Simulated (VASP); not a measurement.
ZrTaN, 6 atoms in the cell. Symmetry: P4_2/mmc, No. 131, tetragonal system. Conventional cell: a = 3.906 Å, b = 3.906 Å, c = 6.330 Å, α = 90.00°, β = 90.00°, γ = 90.00°. Zr (site symmetry -4m2) has 4 N at 2.51 Å and 2 Zr at 3.17 Å and 8 Ta at 3.18 Å within 3.3 Å. Ta (site symmetry mmm) has 2 N at 1.95 Å within 2.6 Å. N (site symmetry mmm) has 2 Ta at 1.95 Å and 4 Zr at 2.51 Å within 2.6 Å. 

```yaml
Program: VASP 6.6.1
Task: single point
Functional: PBE
Potentials_or_basis: VASP PAW PBE potentials, release 64 (Zr_sv, Ta_pv, N)
Cutoff: 520 eV
k_mesh: 6 × 6 × 4
Occupations: gaussian, width 0.1 eV
Spin: no spin polarisation
Dipole_correction: no
Further_INCAR_settings: ALGO = Normal; EDIFF = 1e-06; NBANDS = 37
```

Potentials or basis: VASP PAW PBE potentials, release 64 (Zr_sv, Ta_pv, N).

The run is started by

```console
$ cat potpaw_PBE.64/Zr_sv/POTCAR potpaw_PBE.64/Ta_pv/POTCAR potpaw_PBE.64/N/POTCAR > POTCAR
$ mpirun -np 1 vasp_std > vasp.out
```

Hardware: 1 thread of Intel(R) Xeon(R) Platinum 8559C (Emerald Rapids), on a shared host.

**Question.** Estimate the wall time of this run.

**Answer.** Wall time 50 s on 1 thread of Intel(R) Xeon(R) Platinum 8559C (Emerald Rapids), on a shared host, peak memory 0.25 GiB. Counts: scf iterations 15, k points 30.
